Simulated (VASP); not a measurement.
Write the native input for VASP 6.6.1 that does the following.

| Quantity | Value |
| --- | --- |
| Task | single point |
| Functional | PBE |
| Potentials or basis | VASP PAW PBE potentials, release 64 (Ti_sv, P) |
| Cutoff | 520 eV |
| k mesh | 4 × 4 × 4 |
| Occupations | gaussian, width 0.1 eV |
| Spin | no spin polarisation |
| Dipole correction | no |
| Further INCAR settings | ALGO = Normal; EDIFF = 1e-06; NBANDS = 37 |

The structure of Ti3P4 lies in POSCAR:

```
Ti3P4
1.0
    5.4882916600      0.0000000000      0.0000000000
    0.0000000000      5.4882916600      0.0000000000
    0.0000000000      0.0000000000      5.4882916600
Ti P
3 4
Direct
    0.0000000000      0.0000000000      0.5000000000
    0.0000000000      0.5000000000      0.0000000000
    0.5000000000      0.0000000000      0.0000000000
    0.2500000000      0.2500000000      0.2500000000
    0.2500000000      0.7500000000      0.7500000000
    0.7500000000      0.2500000000      0.7500000000
    0.7500000000      0.7500000000      0.2500000000
```

This cell differs from its parent crystal: atoms taken out.

These files were run (other wordings do the same):

INCAR

```
ALGO = Normal ; EDIFF = 1E-6
ENCUT = 520 ; GGA = PE
ISIF = 2 ; ISMEAR = 0
LASPH = T ; LCHARG = F
LREAL = F ; LWAVE = F
NBANDS = 37 ; NELM = 60
PREC = Accurate ; SIGMA = 0.1
```

KPOINTS

```
k-points
0
Gamma
  4 4 4
```

Potentials or basis: VASP PAW PBE potentials, release 64 (Ti_sv, P).

The run is started by

```bash
$ cat potpaw_PBE.64/Ti_sv/POTCAR potpaw_PBE.64/P/POTCAR > POTCAR
$ mpirun -np 1 vasp_std > vasp.out
```

It gave:

- Pressure: 0.5 GPa
- Band gap on the k mesh: 0.54 eV (least direct gap 0.75 eV)

Caveat: the cell differs from its parent crystal (atoms taken out); semilocal functionals underestimate gaps, and a narrow one can read as zero.

Wall time 46 s on 1 thread of Intel(R) Xeon(R) 6975P-C (Granite Rapids), on a shared host, peak memory 0.26 GiB.
